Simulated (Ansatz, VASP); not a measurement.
## Two plane-wave programs on LiBr3

Contents of INCAR:

```
SYSTEM = LiBr3
  PREC = Accurate
  ENCUT = 600
  EDIFF = 1E-6
  ISMEAR = 0
  SIGMA = 0.1
  LREAL = .False.
  LASPH = .True.
  NELM = 80
  ALGO = Normal
  ISIF = 3
  LWAVE = .False.
  LCHARG = .False.
  GGA = PE
  IBRION = 2
  NSW = 100
  EDIFFG = -0.01
```

File KPOINTS:

```
regular mesh
0
Gamma
  10 10 10
  0 0 0
```

POSCAR

```
LiBr3
1.0
    4.7120873900      0.0000000000      0.0000000000
    0.0000000000      4.7120873900      0.0000000000
    0.0000000000      0.0000000000      4.7120873900
Li Br
1 3
Direct
    0.0000000000      0.0000000000      0.0000000000
    0.0000000000      0.5000000000      0.5000000000
    0.5000000000      0.5000000000      0.0000000000
    0.5000000000      0.0000000000      0.5000000000
```

Input for Ansatz:

```yaml
crystal:
  lattice:
    - [4.71208739, 0.0, 0.0]
    - [0.0, 4.71208739, 0.0]
    - [0.0, 0.0, 4.71208739]
  atoms:
    - { symbol: Li, position: [0.0, 0.0, 0.0] }
    - { symbol: Br, position: [0.0, 0.5, 0.5] }
    - { symbol: Br, position: [0.5, 0.5, 0.0] }
    - { symbol: Br, position: [0.5, 0.0, 0.5] }
basis:
  ecutwfc: 420
kpoints:
  mp_grid: { grid: [10, 10, 10] }
hamiltonian:
  xc: pbe
scf:
  occupations: { method: gaussian, width: 0.1 }
output:
  forces: true
  stress: true
  eigenvalues: true
  write_density: true
  write_potential: true
  elf: true
  volumetric_format: npy
relax:
  adjacent_minimum: "off"
  f_tol: 0.01
  max_steps: 80
  cell: { stress_tol: 0.05 }
```

Change from the starting cell: species swapped into the GaFe3 type (Pm-3m, No. 221).

Alike in both runs: task relaxation of cell and atoms; functional PBE; k mesh 10 × 10 × 10; occupations gaussian, width 0.1 eV; no spin polarisation.

```csv
,VASP,Ansatz
version,VASP 6.6.1,Ansatz 0.2.0
potentials or method,"VASP PAW PBE potentials, release 64 (Li_sv, Br), cutoff 600 eV","scalar-relativistic, plane waves, PAW"
valence electrons in the cell,24,24
```

|  | VASP | Ansatz | Ansatz less VASP |
| --- | --- | --- | --- |
| gap on the k mesh at the Fermi level, each at its own relaxed structure (eV) | none | none | - |
| relaxed volume (Å³/atom) | 26.74 | 26.80 | +0.066 |
| relaxed cell length with the largest relative difference (Å) | 4.747 | 4.751 | +0.0039 |

A gap of «none» marks a metal or a gap that the smearing closes.

Noted on VASP's run: the cutoff is short for stress, so the pressure is rough.
